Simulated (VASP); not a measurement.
Set up this calculation in VASP 6.6.1, as the native input.

| Item | Value |
| --- | --- |
| Task | single point |
| Functional | PBE |
| Potentials or basis | VASP PAW PBE potentials, release 64 (Li_sv, Hf_pv, O) |
| Cutoff | 520 eV |
| k mesh | 6 × 6 × 4 |
| Occupations | gaussian, width 0.1 eV |
| Spin | no spin polarisation |
| Dipole correction | no |
| Further INCAR settings | ALGO = Normal; EDIFF = 1e-07; NBANDS = 26 |

The structure of LiHf2O2 lies in POSCAR:

```
LiHf2O2
1.0
    3.6890274400      0.0000000000      0.0000000000
   -1.8445137200      3.1947914800      0.0000000000
    0.0000000000      0.0000000000      6.1476508200
Li Hf O
1 2 2
Direct
    0.0000000000      0.0000000000      0.0000000000
    0.0000000000      0.0000000000      0.3173946500
    0.0000000000      0.0000000000      0.6826053500
    0.3333333300      0.6666666700      0.5000000000
    0.6666666700      0.3333333300      0.5000000000
```

The cell was built from a structure type or drawn by symmetry, and may not be a known phase.

These files were run (other wordings do the same):

INCAR

```
  PREC = Accurate
  ENCUT = 520
  EDIFF = 1E-7
  ISMEAR = 0
  SIGMA = 0.1
  LREAL = F
  LASPH = T
  NELM = 100
  ALGO = Normal
  ISIF = 2
  LWAVE = F
  LCHARG = T
  GGA = PE
  LELF = T
  LVHAR = T
  NBANDS = 26
```

KPOINTS

```
Automatic mesh
0
Gamma
  6 6 4
```

Potentials or basis: VASP PAW PBE potentials, release 64 (Li_sv, Hf_pv, O).

The run is started by

```console
$ cat potpaw_PBE.64/Li_sv/POTCAR potpaw_PBE.64/Hf_pv/POTCAR potpaw_PBE.64/O/POTCAR > POTCAR
$ mpirun -np 1 vasp_std > vasp.out
```

Results of the run:

The largest force is 1.220 eV/Å. The band gap on the k mesh is zero (an odd number of electrons rules out a gap without spin polarisation).

Caveat: spin-orbit coupling is left out, which moves the levels of the heavy elements; an odd number of electrons without spin polarisation forces a metal; a magnetic or distorted state may lie lower.

Wall time 58 s on 1 thread of Intel Xeon 8259CL, with other jobs on the host, peak memory 0.2 GiB.
